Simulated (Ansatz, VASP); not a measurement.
**Ni in VASP and in Ansatz**

```
CELL_PARAMETERS angstrom
0.00000 2.41361 2.41361
2.41361 0.00000 2.41361
2.41361 2.41361 0.00000
ATOMIC_POSITIONS crystal
Ni 0.00000 0.00000 0.00000
Ni 0.50000 0.50000 0.50000
```

Alike in both runs: task single point; functional PBE; k mesh 19 × 19 × 19; occupations fermi-dirac, width 0.05 eV; collinear spin.

```csv
,VASP,Ansatz
version,VASP 6.6.1,Ansatz 0.2.0
potentials or method,"VASP PAW PBE potentials, release 64 (Ni), cutoff 520 eV","plane waves (420 eV) with PAW, scalar-relativistic"
valence electrons in the cell,20,36
```

Ansatz gave:

* pressure (GPa): -11.0
* net moment per atom (μB): 0.76
* size of the moment on the site where the two differ most (μB): 0.78

Question: Which values does VASP return?

Answer: Pressure (GPa): -11.0; net moment per atom (μB): 0.74; size of the moment on the site where the two differ most (μB): 0.75.

Site moments also hang on the region over which each program counts them. VASP's potentials hold 20 valence electrons a cell and Ansatz's 36, so a difference there can come from the potentials and not from the codes.
